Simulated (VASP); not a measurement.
Here is a VASP 6.6.1 calculation.

File INCAR:

```
  ALGO = Normal
  DIPOL = 0.5 0.5 0.341
  EDIFF = 1E-6
  ENCUT = 520
  GGA = PS
  IDIPOL = 3
  ISIF = 2
  ISMEAR = 0
  LASPH = T
  LCHARG = F
  LDIPOL = T
  LREAL = F
  LWAVE = F
  NBANDS = 15
  NELM = 80
  PREC = Accurate
  SIGMA = 0.1
```

Contents of KPOINTS:

```
k-points
0
Gamma
  8 5 1
```

Contents of POSCAR:

```
Mg4O
1.0
    3.1881999939      0.0000000000      0.0000000000
    0.0000000000      5.1084658709      0.0000000000
    0.0000000000      0.0000000000     19.1358427726
Mg O
4 1
Direct
    0.0000000000      0.7500000000      0.2090318178
    0.5000000000      0.2500000000      0.2571276385
    0.5000000000      0.7500000000      0.3576109084
    0.0000000000      0.2500000000      0.3990335238
    0.1250000000      0.3750000000      0.4827296247
```

Potentials or basis: VASP PAW PBE potentials, release 64 (Mg, O).

Command:

```console
$ cat potpaw_PBE.64/Mg/POTCAR potpaw_PBE.64/O/POTCAR > POTCAR
$ mpirun -np 1 vasp_std > vasp.out
```

Problem. What does it give for the band gap on the k mesh?

Solution. Zero (bands 7 and 8 overlap by 0.37 eV).

Problem. What does it give for the largest force?

Solution. 1.366 eV/Å.

Forces on the atoms (eV/Å):
```
Mg  -0.003  0.011  0.254
Mg   0.006 -0.021 -0.119
Mg  -0.106 -0.381  0.450
Mg  -0.808 -0.623 -0.669
O    0.912  1.013  0.084
```

Caveat: the PAW data sets were made with another functional, which shifts forces and pressure a little.
